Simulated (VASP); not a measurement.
P, 8 atoms in the cell. The structure is monoclinic, space group C2/m (No. 12). The conventional cell has a = 9.033 Å, b = 7.972 Å, c = 5.427 Å, α = 90.00°, β = 90.48°, γ = 90.00°. Within 2.9 Å of P (site symmetry m) lie 3 P at 2.21 to 2.24 Å. P (site symmetry m) has 3 P at 2.24 Å within 3.0 Å. Within 2.9 Å of P (site symmetry 1) lie 3 P at 2.21 to 2.24 Å.  This cell differs from its parent crystal: strain +0.000 along x and y, +0.025 along z.

```yaml
Program: VASP 6.6.1
Task: single point
Functional: PBEsol
Potentials_or_basis: VASP PAW PBE potentials, release 64 (P)
Cutoff: 520 eV
k_mesh: 6 × 6 × 6
Occupations: gaussian, width 0.05 eV
Spin: no spin polarisation
Dipole_correction: no
Further_INCAR_settings: ALGO = Normal; EDIFF = 1e-06; NBANDS = 30
```

Potentials or basis: VASP PAW PBE potentials, release 64 (P).

The run is started by

```console
$ cat potpaw_PBE.64/P/POTCAR > POTCAR
$ mpirun -np 1 vasp_std > vasp.out
```

Hardware: 1 thread of Intel(R) Xeon(R) Platinum 8488C (Sapphire Rapids), with other jobs on the host.

Task: How long does it take, and how much memory?

Result: Run time: 6.5 min on 1 thread of Intel(R) Xeon(R) Platinum 8488C (Sapphire Rapids), on a shared host, peak memory 0.45 GiB. Counts: scf iterations 15, k points 68.
